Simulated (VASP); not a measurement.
# Ta2Ag (P6/mmm) in VASP: single point with PBE

Aim: the single point of Ta2Ag with PBE.

Program: VASP 6.6.1. These are calculated values, not measurements. Logs are shortened: lines on timing, memory, paths and dates and some standing lists are left out, and cuts for length are marked.

## (1) The cell of the first run

The structure is hexagonal, space group P6/mmm (No. 191). The conventional cell has a = 8.945 Å, b = 8.945 Å, c = 2.552 Å, α = 90.00°, β = 90.00°, γ = 120.00°. Within 3.4 Å of Ta (site symmetry mmm) lie 2 Ta at 2.55 Å and 2 Ag at 2.58 Å. Ta (site symmetry 6/mmm) has 2 Ta at 2.55 Å within 3.4 Å. Within 3.4 Å of Ag (site symmetry -6m2) lie 2 Ag at 2.55 Å and 3 Ta at 2.58 Å.

## (2) Single point, PBE

INCAR reads:

```
ALGO = Fast
EDIFF = 1E-7
ENCUT = 520
GGA = PE
ISIF = 2
ISMEAR = 0
LASPH = T
LCHARG = T
LELF = T
LREAL = F
LVHAR = T
LWAVE = F
NBANDS = 42
NELM = 80
PREC = Accurate
SIGMA = 0.1
```

KPOINTS reads:

```
k-points
0
Gamma
  6 6 14
```

POSCAR reads:

```
Ta2Ag
1.0
    8.9452638593      0.0000000000      0.0000000000
   -4.4726319296      7.7468257457      0.0000000000
    0.0000000000      0.0000000000      2.5523649410
Ta Ag
4 2
Direct
    0.5000000000      0.0000000000      0.5000000000
    0.0000000000      0.5000000000      0.5000000000
    0.5000000000      0.5000000000      0.5000000000
    0.0000000000      0.0000000000      0.0000000000
    0.3333333333      0.6666666667      0.5000000000
    0.6666666667      0.3333333333      0.5000000000
```

Potentials or basis: VASP PAW PBE potentials, release 64 (Ta_pv, Ag).

Started as:

```bash
cat potpaw_PBE.64/Ta_pv/POTCAR potpaw_PBE.64/Ag/POTCAR > POTCAR
mpirun -np 1 vasp_std > vasp.out
```

OUTCAR:

```text
EDIFF = 1E-7
   ENCUT = 520
   GGA = PE
   ISIF = 2
   ISMEAR = 0
   LASPH = T
   LREAL = F
   NELM = 80
   PREC = Accurate

 ion  position               nearest neighbor table
   1  0.500  0.000  0.500-   5 2.58   6 2.58
   2  0.000  0.500  0.500-   5 2.58   6 2.58
   3  0.500  0.500  0.500-   5 2.58   6 2.58
   4  0.000  0.000  0.000-
   5  0.333  0.667  0.500-   1 2.58   2 2.58   3 2.58
   6  0.667  0.333  0.500-   1 2.58   2 2.58   3 2.58

  LATTYP: Found a hexagonal cell.
 ALAT       =     8.9452638593
 C/A-ratio  =     0.2853314314

  Lattice vectors:

 A1 = (   8.9452638593,   0.0000000000,   0.0000000000)
 A2 = (  -4.4726319296,   7.7468257457,   0.0000000000)
 A3 = (   0.0000000000,   0.0000000000,   2.5523649410)

Analysis of symmetry for initial positions (statically):
=====================================================================
 Subroutine PRICEL returns:
 Original cell was already a primitive cell.

 Routine SETGRP: Setting up the symmetry group for a
 hexagonal supercell.

 Subroutine GETGRP returns: Found 24 space group operations
 (whereof 24 operations were pure point group operations)
 out of a pool of 24 trial point group operations.

The static configuration has the point symmetry D_6h.

Analysis of symmetry for dynamics (positions and initial velocities):
=====================================================================
 Subroutine PRICEL returns:
 Original cell was already a primitive cell.

 Routine SETGRP: Setting up the symmetry group for a
 hexagonal supercell.

 Subroutine GETGRP returns: Found 24 space group operations
 (whereof 24 operations were pure point group operations)
 out of a pool of 24 trial point group operations.

The dynamic configuration has the point symmetry D_6h.

 Subroutine INISYM returns: Found 24 space group operations
 (whereof 24 operations are pure point group operations),
 and found     1 'primitive' translations

----------------------------------------------------------------------------------------

                                     Primitive cell

  volume of cell :     176.8723

  direct lattice vectors                    reciprocal lattice vectors
     8.945263859  0.000000000  0.000000000     0.111791001  0.064542564  0.000000000
    -4.472631930  7.746825746  0.000000000     0.000000000  0.129085129  0.000000000
     0.000000000  0.000000000  2.552364941     0.000000000  0.000000000  0.391793503

  length of vectors
     8.945263859  8.945263859  2.552364941     0.129085129  0.129085129  0.391793503

  position of ions in fractional coordinates (direct lattice)
     0.500000000  0.000000000  0.500000000
     1.000000000  0.500000000  0.500000000
     0.500000000  0.500000000  0.500000000
     0.000000000  0.000000000  0.000000000
     0.333333333  0.666666667  0.500000000
     0.666666667  0.333333333  0.500000000

  ion indices of the primitive-cell ions
   primitive index   ion index
                 1           1
                 2           2
                 3           3
                 4           4
                 5           5
                 6           6

----------------------------------------------------------------------------------------

 KPOINTS: k-points

Automatic generation of k-mesh.
 Grid dimensions read from file:
 generate k-points for:    6    6   14

 Generating k-lattice:

  Cartesian coordinates                     Fractional coordinates (reciprocal lattice)
     0.018631833  0.010757094  0.000000000     0.166666667 -0.000000000  0.000000000
     0.000000000  0.021514188  0.000000000     0.000000000  0.166666667  0.000000000
     0.000000000  0.000000000  0.027985250     0.000000000  0.000000000  0.071428571

  Length of vectors
     0.021514188  0.021514188  0.027985250

  Shift w.r.t. Gamma in fractional coordinates (k-lattice)
     0.000000000  0.000000000  0.000000000

 Subroutine IBZKPT returns following result:
 ===========================================

 Found     56 irreducible k-points:

 Following reciprocal coordinates:
            Coordinates               Weight
  0.000000  0.000000  0.000000      1.000000
  0.166667  0.000000  0.000000      6.000000
  0.333333  0.000000  0.000000      6.000000
  0.500000  0.000000  0.000000      3.000000
  0.166667  0.166667  0.000000      6.000000
  0.333333  0.166667  0.000000     12.000000
[... 16 lines left out ...]
  0.166667  0.000000  0.214286     12.000000
  0.333333  0.000000  0.214286     12.000000
 [... further k-points ...]
   k-points           NKPTS =     56   k-points in BZ     NKDIM =     56   number of bands    NBANDS=     42
   number of dos      NEDOS =    301   number of ions     NIONS =      6
   total plane-waves  NPLWV =  98000
   dimension x,y,z NGX =    70 NGY =   70 NGZ =   20
   dimension x,y,z NGXF=   140 NGYF=  140 NGZF=   40
   ions per type =               4   2
   NGX,Y,Z   is equivalent  to a cutoff of  13.01, 13.01, 13.03 a.u.
   NGXF,Y,Z  is equivalent  to a cutoff of  26.02, 26.02, 26.05 a.u.
 SYSTEM =  unknown system
   PREC   = accura    normal or accurate (medium, high low for compatibility)
   ISTART =      0    job   : 0-new  1-cont  2-samecut
   ICHARG =      2    charge: 1-file 2-atom 10-const
   ISPIN  =      1    spin polarized calculation?
   LNONCOLLINEAR =      F non collinear calculations
   LSORBIT =      F    spin-orbit coupling
   LASPH  =      T    aspherical Exc in radial PAW
   ENCUT  =  520.0 eV  38.22 Ry    6.18 a.u.  16.63 16.63  4.75*2*pi/ulx,y,z
   NELM   =     80;   NELMIN=  2; NELMDL= -5     # of ELM steps
   EDIFF  = 0.1E-06   stopping-criterion for ELM
   LREAL  =      F    real-space projection
   EDIFFG = 0.1E-05   stopping-criterion for IOM
   NSW    =      0    number of steps for IOM
   IBRION =     -1    ionic relax: 0-MD 1-quasi-New 2-CG
   NFREE  =      0    steps in history (QN), initial steepest desc. (CG)
   ISIF   =      2    stress and relaxation
   ISYM   =      2    0-nonsym 1-usesym 2-fastsym
   POTIM  = 0.5000    time-step for ionic-motion
   TEBEG  =    0.0;   TEEND  =   0.0 temperature during run
   PSTRESS=    0.0 pullay stress
   NELECT =      66.0000    total number of electrons
   NUPDOWN=      -1.0000    fix difference up-down
   EMIN   =  10.00;   EMAX   =-10.00  energy-range for DOS
   EFERMI =   0.00;   METHOD = LEGACY
   ISMEAR =     0;   SIGMA  =   0.10  broadening in eV -4-tet -1-fermi 0-gaus
   EFERMI_NEDOS =   21; number of points for ismear=-14 and -15
   IALGO  =     68    algorithm
   IMIX   =      4    mixing-type and parameters
     AMIX     =   0.40;   BMIX     =  1.00
     AMIX_MAG =   1.60;   BMIX_MAG =  1.00
  volume/ion in A,a.u.               =      29.48       198.93
  Fermi-wavevector in a.u.,A,eV,Ry     =   1.178609  2.227247 18.900098  1.389118
  Thomas-Fermi vector in A             =   2.314934
   LORBIT       =      0    0 simple, 1 ext, 2 COOP (PROOUT), +10 PAW based schemes
   GGA     = PE    functional components
   LHFCALC =     F    Hartree Fock is set to
   AEXX    =    0.0000 exact exchange contribution
   IVDW    =     0    specifies the selected vdW correction
   LEPSILON=     F    determine dielectric tensor
   LRPA    =     F    only Hartree local field effects (RPA)
 non-spin polarized calculation
 RMM-DIIS sequential band-by-band and
 Gauss-broadening in eV      SIGMA  =   0.10
  energy-cutoff  :      520.00
  volume of cell :      176.87
 maximum number of plane-waves:      4800
 NGX is ok and might be reduce to    70
   NGX = 33   NGY = 33   NGZ =  9

 number of electron      66.0000010 magnetization

 Free energy of the ion-electron system (eV)
  ---------------------------------------------------
  ext. energy  EPLUGINS =         0.00000000
  ---------------------------------------------------
  free energy    TOTEN  =       -37.44852417 eV

  energy without entropy =      -37.40822400  energy(sigma->0) =      -37.42837408

 E-fermi :   2.6792     XC(G=0):  -9.5858

 val. band max:        2.6727058140   @ k =   0.3333   0.0000   0.2143
 cond. band min:       2.6825888637   @ k =   0.5000   0.0000   0.0000
 fundamental gap:      0.0098830497
 Fermi energy:         2.6792089487

 k-point     1 :       0.0000    0.0000    0.0000
  band No.  band energies     occupation
      1     -32.6109      2.00000
      2     -32.6109      2.00000
      3     -32.3054      2.00000
      4     -32.2910      2.00000
      5     -32.2910      2.00000
      6     -32.2865      2.00000
[... 34 lines left out ...]
     41       4.1045      0.00000
     42       5.0373      0.00000

 k-point     2 :       0.1667    0.0000    0.0000
  band No.  band energies     occupation
      1     -32.6109      2.00000
      2     -32.6109      2.00000
      3     -32.3046      2.00000
      4     -32.2918      2.00000
      5     -32.2910      2.00000
      6     -32.2865      2.00000
[... 34 lines left out ...]
     41       4.1145      0.00000
     42       5.2171      0.00000

 k-point     3 :       0.3333    0.0000    0.0000
  band No.  band energies     occupation
      1     -32.6109      2.00000
      2     -32.6109      2.00000
      3     -32.3024      2.00000
      4     -32.2940      2.00000
      5     -32.2910      2.00000
      6     -32.2865      2.00000
[... 34 lines left out ...]
     41       4.7153      0.00000
     42       5.2729      0.00000

 k-point     4 :       0.5000    0.0000    0.0000
  band No.  band energies     occupation
      1     -32.6109      2.00000
      2     -32.6109      2.00000
      3     -32.3006      2.00000
      4     -32.2958      2.00000
      5     -32.2910      2.00000
      6     -32.2865      2.00000
[... 844 lines left out ...]
     41       3.8103      0.00000
     42       3.9106      0.00000

 k-point    23 :       0.1667    0.0000    0.2143
  band No.  band energies     occupation
      1     -32.5205      2.00000
      2     -32.5205      2.00000
      3     -32.2093      2.00000
      4     -32.1975      2.00000
      5     -32.1967      2.00000
      6     -32.1941      2.00000
[... 34 lines left out ...]
     41       3.8517      0.00000
     42       3.8991      0.00000

 k-point    24 :       0.3333    0.0000    0.2143
  band No.  band energies     occupation
      1     -32.5205      2.00000
      2     -32.5205      2.00000
      3     -32.2073      2.00000
      4     -32.1995      2.00000
      5     -32.1967      2.00000
      6     -32.1941      2.00000
[... 34 lines left out ...]
     41       3.8906      0.00000
     42       3.9615      0.00000

 [... further k-points ...]
[... 5 lines left out ...]
  --------------------------------------------------------------------------------------
  -------------------------------------------------------------------------------------
  Total       -0.0476244     -0.0476244     -0.0534366     -0.0000000     -0.0000000     -0.0000000
  in kB       -0.4314004     -0.4314004     -0.4840492     -0.0000000     -0.0000000     -0.0000000
  external PRESSURE =      -0.4489500 kB  Pullay stress =       0.0000000 kB

 VOLUME and BASIS-vectors are now :
 -----------------------------------------------------------------------------
  energy-cutoff  :      520.00
  volume of cell :      176.87
      direct lattice vectors                 reciprocal lattice vectors
     8.945263859  0.000000000  0.000000000     0.111791001  0.064542564  0.000000000
    -4.472631930  7.746825746  0.000000000     0.000000000  0.129085129  0.000000000
     0.000000000  0.000000000  2.552364941     0.000000000  0.000000000  0.391793503

 POSITION                                       TOTAL-FORCE (eV/Angst)
 -----------------------------------------------------------------------------------
      4.47263      0.00000      1.27618        -0.000000      0.000000      0.000000
     -2.23632      3.87341      1.27618        -0.000000      0.000000      0.000000
      2.23632      3.87341      1.27618         0.000000      0.000000      0.000000
      0.00000      0.00000      0.00000         0.000000      0.000000      0.000000
     -0.00000      5.16455      1.27618        -0.000000      0.000000      0.000000
      4.47263      2.58228      1.27618         0.000000      0.000000      0.000000
 -----------------------------------------------------------------------------------
    total drift:                                0.000000     -0.000000      0.000000

  FREE ENERGIE OF THE ION-ELECTRON SYSTEM (eV)
  ---------------------------------------------------
  free  energy   TOTEN  =       -37.4485241705 eV

  energy  without entropy=      -37.4082239965  energy(sigma->0) =      -37.42837408
```

Wall time 22 min (1 thread of AMD EPYC 7R43 (Zen 3), shared host); peak memory 0.48 GiB.

What came out:

- Free energy: -37.4485 eV
- Pressure: 0.0 GPa
- Band gap on the k mesh: zero (bands 33 and 34 overlap by 2.06 eV)

Levels at points of the mesh, in eV from the Fermi level:
| k point | band 30 | band 31 | band 32 | band 33 | band 34 | band 35 |
| --- | --- | --- | --- | --- | --- | --- |
| (0.00, 0.00, 0.00) | -2.13 | -1.92 | -0.71 | -0.71 | -0.58 | -0.58 |
| (0.50, 0.00, 0.00) | -1.92 | -1.34 | -1.11 | -1.02 | -0.79 | -0.21 |
| (0.00, 0.00, 0.50) | -1.06 | 0.33 | 0.33 | 0.41 | 0.62 | 1.36 |
| (0.50, 0.00, 0.50) | -1.06 | 0.57 | 0.78 | 0.91 | 1.55 | 1.56 |

Caveat: spin-orbit coupling is left out, which moves the levels of the heavy elements.
